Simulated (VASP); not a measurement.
Write the native input for VASP 6.6.1 that does the following.

| Property | Result |
| --- | --- |
| Task | single point |
| Functional | PBE |
| Potentials or basis | VASP PAW PBE potentials, release 64 (Y_sv, Al, N) |
| Cutoff | 520 eV |
| k mesh | 8 × 8 × 8 |
| Occupations | gaussian, width 0.1 eV |
| Spin | no spin polarisation |
| Dipole correction | no |
| Further INCAR settings | ALGO = Normal; EDIFF = 1e-07; NBANDS = 25 |

The structure of YAl2N3 lies in POSCAR:

```
YAl2N3
1.0
   -1.7166108300      1.7166108300      7.2829629500
    1.7166108300     -1.7166108300      7.2829629500
    1.7166108300      1.7166108300     -7.2829629500
Y Al N
1 2 3
Direct
    0.5000000000      0.5000000000      0.0000000000
    0.8333333300      0.8333333300      0.0000000000
    0.1666666700      0.1666666700      0.0000000000
    0.6666666700      0.6666666700      0.0000000000
    0.0000000000      0.0000000000      0.0000000000
    0.3333333300      0.3333333300      0.0000000000
```

These files were run (other wordings do the same):

INCAR

```
SYSTEM = YAl2N3
PREC = Accurate
ENCUT = 520
EDIFF = 1E-7
ISMEAR = 0
SIGMA = 0.1
LREAL = .False.
LASPH = .True.
NELM = 100
ALGO = Normal
ISIF = 2
LWAVE = .False.
LCHARG = .False.
GGA = PE
NBANDS = 25
```

KPOINTS

```
regular mesh
0
Gamma
  8 8 8
  0 0 0
```

Potentials or basis: VASP PAW PBE potentials, release 64 (Y_sv, Al, N).

The run is started by

```console
$ cat potpaw_PBE.64/Y_sv/POTCAR potpaw_PBE.64/Al/POTCAR potpaw_PBE.64/N/POTCAR > POTCAR
$ mpirun -np 1 vasp_std > vasp.out
```

It gave:

```
Pressure               : -27.8 GPa
Largest force          : 1.371 eV/Å
Band gap on the k mesh : zero (filled and empty bands touch)
```

Caveat: forces of over 1 eV/Å act on the atoms, so gaps and moduli don't describe the material at rest.

Wall time 7.4 min on 1 thread of Intel(R) Xeon(R) Platinum 8488C (Sapphire Rapids) (shared host), peak memory 0.6 GiB.
